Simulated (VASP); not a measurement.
A run of VASP 6.6.1:

INCAR

```
SYSTEM = CaO
PREC = Accurate
ENCUT = 600
EDIFF = 1E-6
ISMEAR = 0
SIGMA = 0.01
LREAL = .False.
LASPH = .True.
NELM = 120
ALGO = Normal
ISIF = 2
LWAVE = .False.
LCHARG = .True.
GGA = PE
IVDW = 13
LELF = .True.
LVHAR = .True.
NBANDS = 15
GGA_COMPAT = .False.
```

File KPOINTS:

```
regular mesh
0
Gamma
  6 6 6
  0 0 0
```

File POSCAR:

```
CaO
1.0
    0.0000000000      2.3975473901      2.3975473901
    2.3975473901      0.0000000000      2.3975473901
    2.3975473901      2.3975473901      0.0000000000
Ca O
1 1
Direct
    0.0000000000      0.0000000000      0.0000000000
    0.5000000000      0.5000000000      0.5000000000
```

Potentials or basis: VASP PAW PBE potentials, release 64 (Ca_sv, O).

Command:

```sh
$ cat potpaw_PBE.64/Ca_sv/POTCAR potpaw_PBE.64/O/POTCAR > POTCAR
$ mpirun -np 1 vasp_std > vasp.out
```

Hardware: 1 thread of Intel Xeon 8259CL, with other jobs on the host.

Q: How long does it take, and how much memory?

A: Run time: 16 s on 1 thread of Intel Xeon 8259CL, with other jobs on the host, peak memory 0.16 GiB. Counts: scf iterations 12, k points 16.
